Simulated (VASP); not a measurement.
# BeS (F-43m) in VASP: single point with r2SCAN

Aim: the single point of BeS with r2SCAN.

Program: VASP 6.6.1. These are calculated values, not measurements. Logs are shortened: lines on timing, memory, paths and dates and some standing lists are left out, and cuts for length are marked.

### 1 The cell of the first run

Symmetry: F-43m, No. 216, cubic system. The conventional cell has a = 4.869 Å, b = 4.869 Å, c = 4.869 Å, α = 90.00°, β = 90.00°, γ = 90.00°. Be (site symmetry -43m) has 4 S at 2.11 Å within 2.8 Å. S (site symmetry -43m) has 4 Be at 2.11 Å within 2.8 Å.

### 2 Single point, r2SCAN

Contents of POSCAR:

```
BeS
1.0
    0.0000000000      2.4343066366      2.4343066366
    2.4343066366      0.0000000000      2.4343066366
    2.4343066366      2.4343066366      0.0000000000
Be S
1 1
Direct
    0.0000000000      0.0000000000      0.0000000000
    0.2500000000      0.2500000000      0.2500000000
```

Contents of INCAR.step1:

```
PREC = Accurate
ENCUT = 520
ISMEAR = 0
SIGMA = 0.01
LREAL = F
LASPH = T
NELM = 80
NBANDS = 11
GGA = PE
ALGO = Normal
EDIFF = 1E-4
LWAVE = T
LCHARG = F
```

Contents of INCAR.step2:

```
PREC = Accurate
ENCUT = 520
EDIFF = 1E-6
ISMEAR = 0
SIGMA = 0.01
LREAL = F
LASPH = T
NELM = 80
ALGO = Normal
ISIF = 2
LWAVE = F
LCHARG = F
METAGGA = R2SCAN
LMIXTAU = T
NBANDS = 11
ISTART = 1
```

Contents of KPOINTS:

```
regular mesh
0
Gamma
  6 6 6
```

Potentials or basis: VASP PAW PBE potentials, release 64 (Be, S).

Launch:

```console
> cat potpaw_PBE.64/Be/POTCAR potpaw_PBE.64/S/POTCAR > POTCAR
> cp INCAR.step1 INCAR
> mpirun -np 1 vasp_std > vasp.out
> cp INCAR.step2 INCAR
> mpirun -np 1 vasp_std > vasp.out
```

OUTCAR:

```text
PREC = Accurate
   ENCUT = 520
   EDIFF = 1E-6
   ISMEAR = 0
   LREAL = F
   LASPH = T
   NELM = 80
   ISIF = 2
   METAGGA = R2SCAN
   ISTART = 1

 ion  position               nearest neighbor table
   1  0.000  0.000  0.000-   2 2.11   2 2.11   2 2.11   2 2.11
   2  0.250  0.250  0.250-   1 2.11   1 2.11   1 2.11   1 2.11

  LATTYP: Found a face centered cubic cell.
 ALAT       =     4.8686132732

  Lattice vectors:

 A1 = (   0.0000000000,   2.4343066366,   2.4343066366)
 A2 = (   2.4343066366,   0.0000000000,   2.4343066366)
 A3 = (   2.4343066366,   2.4343066366,   0.0000000000)

Analysis of symmetry for initial positions (statically):
=====================================================================
 Subroutine PRICEL returns:
 Original cell was already a primitive cell.

 Routine SETGRP: Setting up the symmetry group for a
 face centered cubic supercell.

 Subroutine GETGRP returns: Found 24 space group operations
 (whereof 24 operations were pure point group operations)
 out of a pool of 48 trial point group operations.

The static configuration has the point symmetry T_d .

Analysis of symmetry for dynamics (positions and initial velocities):
=====================================================================
 Subroutine PRICEL returns:
 Original cell was already a primitive cell.

 Routine SETGRP: Setting up the symmetry group for a
 face centered cubic supercell.

 Subroutine GETGRP returns: Found 24 space group operations
 (whereof 24 operations were pure point group operations)
 out of a pool of 48 trial point group operations.

The dynamic configuration has the point symmetry T_d .

 Subroutine INISYM returns: Found 24 space group operations
 (whereof 24 operations are pure point group operations),
 and found     1 'primitive' translations

----------------------------------------------------------------------------------------

                                     Primitive cell

  volume of cell :      28.8507

  direct lattice vectors                    reciprocal lattice vectors
     0.000000000  2.434306637  2.434306637    -0.205397296  0.205397296  0.205397296
     2.434306637  0.000000000  2.434306637     0.205397296 -0.205397296  0.205397296
     2.434306637  2.434306637  0.000000000     0.205397296  0.205397296 -0.205397296
[... 79 lines left out ...]
   IBRION =     -1    ionic relax: 0-MD 1-quasi-New 2-CG
   NFREE  =      0    steps in history (QN), initial steepest desc. (CG)
   ISIF   =      2    stress and relaxation
   ISYM   =      2    0-nonsym 1-usesym 2-fastsym
   POTIM  = 0.5000    time-step for ionic-motion
   TEBEG  =    0.0;   TEEND  =   0.0 temperature during run
   PSTRESS=    0.0 pullay stress
   NELECT =       8.0000    total number of electrons
   NUPDOWN=      -1.0000    fix difference up-down
   EMIN   =  10.00;   EMAX   =-10.00  energy-range for DOS
   EFERMI =   0.00;   METHOD = LEGACY
   ISMEAR =     0;   SIGMA  =   0.01  broadening in eV -4-tet -1-fermi 0-gaus
   EFERMI_NEDOS =   21; number of points for ismear=-14 and -15
   IALGO  =     38    algorithm
   IMIX   =      4    mixing-type and parameters
     AMIX     =   0.40;   BMIX     =  1.00
     AMIX_MAG =   1.60;   BMIX_MAG =  1.00
  volume/ion in A,a.u.               =      14.43        97.35
  Fermi-wavevector in a.u.,A,eV,Ry     =   1.067545  2.017368 15.505913  1.139652
  Thomas-Fermi vector in A             =   2.203165
   LORBIT       =      0    0 simple, 1 ext, 2 COOP (PROOUT), +10 PAW based schemes
   METAGGA = R2SCAN    functional components
   LHFCALC =     F    Hartree Fock is set to
   AEXX    =    0.0000 exact exchange contribution
   IVDW    =     0    specifies the selected vdW correction
   LEPSILON=     F    determine dielectric tensor
   LRPA    =     F    only Hartree local field effects (RPA)
 non-spin polarized calculation
 Gauss-broadening in eV      SIGMA  =   0.01
  energy-cutoff  :      520.00
  volume of cell :       28.85
 maximum number of plane-waves:       791
 NGX is ok and might be reduce to    28
   NGX = 13   NGY = 13   NGZ = 13

 number of electron       7.9999999 magnetization

 Free energy of the ion-electron system (eV)
  ---------------------------------------------------
  ext. energy  EPLUGINS =         0.00000000
  ---------------------------------------------------
  free energy    TOTEN  =       -14.78424840 eV

  energy without entropy =      -14.78424840  energy(sigma->0) =      -14.78424840

 E-fermi :   3.8956     XC(G=0): -10.1328

 val. band max:        3.8500253498   @ k =   0.0000   0.0000   0.0000
 cond. band min:       7.4474925284   @ k =   0.5000   0.5000   0.0000
 fundamental gap:      3.5974671786
 Fermi energy:         3.8955800831

 k-point     1 :       0.0000    0.0000    0.0000
  band No.  band energies     occupation
      1     -10.3670      2.00000
      2       3.8500      2.00000
      3       3.8500      2.00000
      4       3.8500      2.00000
      5      10.1133      0.00000
      6      10.1133      0.00000
      7      10.1133      0.00000
      8      10.4344      0.00000
      9      17.2512      0.00000
     10      17.2512      0.00000
     11      19.6603      0.00000
[... 197 lines left out ...]
 k-point    16 :      -0.3333    0.5000    0.1667
  band No.  band energies     occupation
      1      -8.1219      2.00000
      2      -0.8469      2.00000
      3       0.3850      2.00000
      4       0.6477      2.00000
      5       9.5043      0.00000
      6      11.0641      0.00000
      7      14.6817      0.00000
      8      15.0665      0.00000
      9      19.1228      0.00000
     10      19.4233      0.00000
     11      21.7801      0.00000

------------------------ aborting loop because EDIFF is reached ----------------------------------------

  FORCE on cell =-STRESS in cart. coord.  units (eV):
  Direction    XX          YY          ZZ          XY          YZ          ZX
  --------------------------------------------------------------------------------------
  -------------------------------------------------------------------------------------
  Total        0.0553498      0.0553498      0.0553498      0.0000000      0.0000000     -0.0000000
  in kB        3.0737683      3.0737683      3.0737683      0.0000000      0.0000000     -0.0000000
  external PRESSURE =       3.0737683 kB  Pullay stress =       0.0000000 kB

 VOLUME and BASIS-vectors are now :
 -----------------------------------------------------------------------------
  energy-cutoff  :      520.00
  volume of cell :       28.85
      direct lattice vectors                 reciprocal lattice vectors
     0.000000000  2.434306637  2.434306637    -0.205397296  0.205397296  0.205397296
     2.434306637  0.000000000  2.434306637     0.205397296 -0.205397296  0.205397296
     2.434306637  2.434306637  0.000000000     0.205397296  0.205397296 -0.205397296

 POSITION                                       TOTAL-FORCE (eV/Angst)
 -----------------------------------------------------------------------------------
      0.00000      0.00000      0.00000        -0.000000     -0.000000     -0.000000
      1.21715      1.21715      1.21715         0.000000      0.000000      0.000000
 -----------------------------------------------------------------------------------
    total drift:                                0.000000      0.000000      0.000000

  FREE ENERGIE OF THE ION-ELECTRON SYSTEM (eV)
  ---------------------------------------------------
  free  energy   TOTEN  =       -14.7842484012 eV

  energy  without entropy=      -14.7842484012  energy(sigma->0) =      -14.78424840
```

OSZICAR.step1:

```text
N       E                     dE             d eps       ncg     rms          rms(c)
DAV:   1     0.207321929221E+02    0.20732E+02   -0.37672E+03   352   0.622E+02
DAV:   2    -0.895557825598E+01   -0.29688E+02   -0.28569E+02   448   0.114E+02
DAV:   3    -0.101723835490E+02   -0.12168E+01   -0.12142E+01   445   0.234E+01
DAV:   4    -0.101799713538E+02   -0.75878E-02   -0.75864E-02   460   0.216E+00
DAV:   5    -0.101800326479E+02   -0.61294E-04   -0.61294E-04   444   0.179E-01    0.557E+00
DAV:   6    -0.100480935715E+02    0.13194E+00   -0.11932E-01   411   0.163E+00    0.380E+00
DAV:   7    -0.100091235977E+02    0.38970E-01   -0.11491E-01   424   0.177E+00    0.101E+00
DAV:   8    -0.100103649262E+02   -0.12413E-02   -0.64789E-03   458   0.409E-01    0.142E-01
DAV:   9    -0.100104601805E+02   -0.95254E-04   -0.51356E-04   448   0.143E-01
   1 F= -.10010460E+02 E0= -.10010460E+02  d E =-.123860E-85
```

Wall time 19 s (1 thread of Intel Xeon Platinum 8488C (Sapphire Rapids), shared host); peak memory 0.15 GiB.

What came out:

```
Free energy            : -14.7842 eV
Pressure               : 0.3 GPa
Band gap on the k mesh : 3.60 eV, indirect (least direct gap 6.26 eV)
```

Caveat: the PAW data sets were made with another functional, which shifts forces and pressure a little.
